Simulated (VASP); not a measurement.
Here is a VASP 6.6.1 calculation.

File INCAR:

```
PREC = Accurate
ENCUT = 520
EDIFF = 1E-7
ISMEAR = 0
SIGMA = 0.1
LREAL = F
LASPH = T
NELM = 150
ALGO = Normal
ISIF = 2
LWAVE = F
LCHARG = T
ISPIN = 2
MAGMOM = 2.5 0
LORBIT = 11
LMAXMIX = 4
GGA = PS
LELF = T
LVHAR = T
NBANDS = 21
```

Contents of KPOINTS:

```
regular mesh
0
Gamma
  14 14 14
```

POSCAR

```
WSe
1.0
    0.0000000000      2.7923343796      2.7923343796
    2.7923343796      0.0000000000      2.7923343796
    2.7923343796      2.7923343796      0.0000000000
W Se
1 1
Direct
    0.0000000000      0.0000000000      0.0000000000
    0.2500000000      0.2500000000      0.2500000000
```

Potentials or basis: VASP PAW PBE potentials, release 64 (W_sv, Se).

The run is started by

```sh
$ cat potpaw_PBE.64/W_sv/POTCAR potpaw_PBE.64/Se/POTCAR > POTCAR
$ mpirun -np 1 vasp_std > vasp.out
```

Question: Estimate the band gap on the k mesh.

Answer: Zero (filled and empty bands overlap).

Question: What does it give for the net moment?

Answer: 0.00 μB per cell.

Question: Estimate the pressure.

Answer: 0.4 GPa.

Caveat: the PAW data sets were made with another functional, which shifts forces and pressure a little; spin-orbit coupling is left out, which moves the levels of the heavy elements.
